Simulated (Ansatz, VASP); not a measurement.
**Sr: VASP beside Ansatz**

```
CELL_PARAMETERS angstrom
4.31000 0.00000 0.00000
-2.15500 3.73257 0.00000
0.00000 0.00000 7.15575
ATOMIC_POSITIONS crystal
Sr 0.33333 0.66667 0.25000
Sr 0.66667 0.33333 0.75000
```

Change from the starting cell: strain +0.000 along x and y, +0.015 along z, atoms carried along.

Alike in both runs: task single point; functional PBEsol; k mesh 15 × 15 × 8; occupations gaussian, width 0.15 eV; no spin polarisation.

|  | VASP | Ansatz |
| --- | --- | --- |
| version | VASP 6.6.1 | Ansatz 0.2.0 |
| potentials or method | VASP PAW PBE potentials, release 64 (Sr_sv), cutoff 520 eV | scalar-relativistic, plane waves, PAW |
| valence electrons in the cell | 20 | 20 |

```csv
,VASP,Ansatz,Ansatz less VASP
gap on the k mesh at the Fermi level (eV),none,none,-
pressure (GPa),-1.0,-1.0,-0.01
"traceless stress, the component that is largest in VASP (GPa)",-0.15,-0.15,+0.002
```

VASP's potentials were made for PBE, not for PBEsol. A gap of «none» marks a metal or a gap that the smearing closes. The functional is the same, so the differences come from potentials, cutoffs and numerics.
